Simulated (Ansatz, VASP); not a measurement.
La2O3 in VASP and in Ansatz

The input INCAR:

```
SYSTEM = La2O3
PREC = Accurate ; ENCUT = 520
EDIFF = 1E-6 ; ISMEAR = -1
SIGMA = 0.05 ; LREAL = .FALSE.
LASPH = .TRUE. ; NELM = 60
ALGO = Normal ; ISIF = 2
LWAVE = .FALSE. ; LCHARG = .FALSE.
GGA = PE ; NBANDS = 28
```

KPOINTS

```
regular mesh
0
G
  5 5 8
  0 0 0
```

The input POSCAR:

```
La2O3
1.0
    6.2667802772      0.0000000000      0.0000000000
   -3.1333901386      5.4271909200      0.0000000000
    0.0000000000      0.0000000000      3.2997660000
La O
2 3
Direct
    0.6666666667      0.3333333333      0.5000000000
    0.3333333333      0.6666666667      0.5000000000
    0.5080139900      0.0000000000      0.0000000000
    0.0000000000      0.5080139900      0.0000000000
    0.4919860100      0.4919860100      0.0000000000
```

input.yaml

```yaml
crystal:
  lattice:
    - [6.2667802772, 0.0, 0.0]
    - [-3.1333901386, 5.42719092, 0.0]
    - [0.0, 0.0, 3.299766]
  atoms:
    - { symbol: La, position: [0.6666666667, 0.3333333333, 0.5] }
    - { symbol: La, position: [0.3333333333, 0.6666666667, 0.5] }
    - { symbol: O, position: [0.50801399, 0.0, 0.0] }
    - { symbol: O, position: [0.0, 0.50801399, 0.0] }
    - { symbol: O, position: [0.49198601, 0.49198601, 0.0] }
hamiltonian:
  xc: pbe
  pseudopotentials: { kind: paw }
kpoints:
  mp_grid: { grid: [5, 5, 8] }
  band_path:
    path:
      - [[0.0, 0.0, 0.0], [0.5, 0.0, 0.0], [0.3333333333, 0.3333333333, 0.0], [0.0, 0.0, 0.0], [0.0, 0.0, 0.5], [0.5, 0.0, 0.5], [0.3333333333, 0.3333333333, 0.5], [0.0, 0.0, 0.5]]
      - [[0.5, 0.0, 0.5], [0.5, 0.0, 0.0]]
      - [[0.3333333333, 0.3333333333, 0.0], [0.3333333333, 0.3333333333, 0.5]]
    npoints: 14
scf:
  occupations: { method: fermi_dirac, width: 0.05 }
  n_extra_bands: 12
output:
  forces: true
  stress: true
  eigenvalues: true
  fatbands: false
  write_density: true
  write_potential: true
  elf: true
  volumetric_format: npy
```

Alike in both runs: functional PBE; k mesh 5 × 5 × 8; occupations fermi-dirac, width 0.05 eV; no spin polarisation.

|  | VASP | Ansatz |
| --- | --- | --- |
| version | VASP 6.6.1 | Ansatz 0.2.0 |
| potentials or method | VASP PAW PBE potentials, release 64 (La, O) | Ansatz PAW |
| plane-wave cutoff (eV) | 520 | 420 |
| valence electrons in the cell | 40 | 40 |
| task | single point | band structure |

|  | VASP | Ansatz | Ansatz less VASP |
| --- | --- | --- | --- |
| gap on the k mesh at the Fermi level (eV) | 1.54 | 1.53 | -0.015 |
| least direct gap on the mesh (eV) | 2.05 | 2.05 | -0.002 |
| pressure (GPa) | 1.9 | 2.1 | +0.23 |
| traceless stress, the component that is largest in VASP (GPa) | -1.57 | -1.52 | +0.054 |
| rms of the force components (eV/Å) | 0.021 | 0.021 | -0.0006 |

Atom by atom the forces differ by 0.001 eV/Å (rms over components).

Spin-orbit coupling is off throughout.
